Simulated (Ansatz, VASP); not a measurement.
## One calculation of LiH, two programs

File INCAR:

```
SYSTEM = LiH
ALGO = Normal
EDIFF = 1E-6
EDIFFG = -0.002
ENCUT = 520
GGA = CA
IBRION = 2
ISIF = 2
ISMEAR = 0
LASPH = .True.
LCHARG = .False.
LREAL = .False.
LWAVE = .False.
NELM = 80
NSW = 50
PREC = Accurate
SIGMA = 0.01
```

The input KPOINTS:

```
k-points
0
Gamma
  10 10 10
  0 0 0
```

Contents of POSCAR:

```
LiH
1.0
   -0.0097722732      1.9495684978      1.9495684978
    1.9495684978     -0.0097722732      1.9495684978
    1.9495684978      1.9495684978     -0.0097722732
Li H
1 1
Direct
    0.0000000000      0.0000000000      0.0000000000
    0.5000000000      0.5000000000      0.5000000000
```

Input for Ansatz:

```yaml
crystal:
  lattice:
    - [-0.00977227317, 1.94956849783, 1.94956849783]
    - [1.94956849783, -0.00977227317, 1.94956849783]
    - [1.94956849783, 1.94956849783, -0.00977227317]
  atoms:
    - { symbol: Li, position: [0.0, 0.0, 0.0] }
    - { symbol: H, position: [0.5, 0.5, 0.5] }
kpoints:
  mp_grid: { grid: [10, 10, 10] }
scf:
  occupations: { method: fixed }
  convergence: { dr2_threshold: 1.0e-10 }
hamiltonian:
  xc: lda
  pseudopotentials: { kind: all_electron, lapw: { basis_error: 0.0005 } }
output:
  forces: true
  stress: true
  eigenstates:
    kpoints:
      - [0.0, 0.0, 0.0]
      - [0.0, -0.5, -0.5]
      - [-0.5, 0.0, -0.5]
      - [-0.5, -0.5, 0.0]
      - [-0.5, 0.0, 0.0]
      - [0.0, -0.5, 0.0]
      - [0.0, 0.0, -0.5]
      - [-0.5, -0.5, -0.5]
relax:
  f_tol: 0.002
  max_steps: 30
```

Change from the starting cell: equal xy, yz and zx engineering shears of -0.5 %.

Alike in both runs: task relaxation of the atoms; functional LDA; k mesh 10 × 10 × 10; no spin polarisation.

|  | VASP | Ansatz |
| --- | --- | --- |
| version | VASP 6.6.1 | Ansatz 0.2.0 |
| potentials or method | VASP PAW LDA potentials, release 64 (Li_sv, H), cutoff 520 eV | all-electron LAPW, scalar-relativistic |
| occupations | gaussian, width 0.01 eV | fixed |

|  | VASP | Ansatz | Ansatz less VASP |
| --- | --- | --- | --- |
| gap on the k mesh at the Fermi level, each at its own relaxed structure (eV) | 2.53 | 2.54 | +0.012 |

LDA's correlation is that of Perdew and Zunger in VASP and of Perdew and Wang (1992) in Ansatz. Ansatz ran all-electron here, and VASP with PAW potentials.

Noted on VASP's run: the cutoff is short for stress, so the pressure is rough; the relaxation stopped at its first step, so nothing moved.
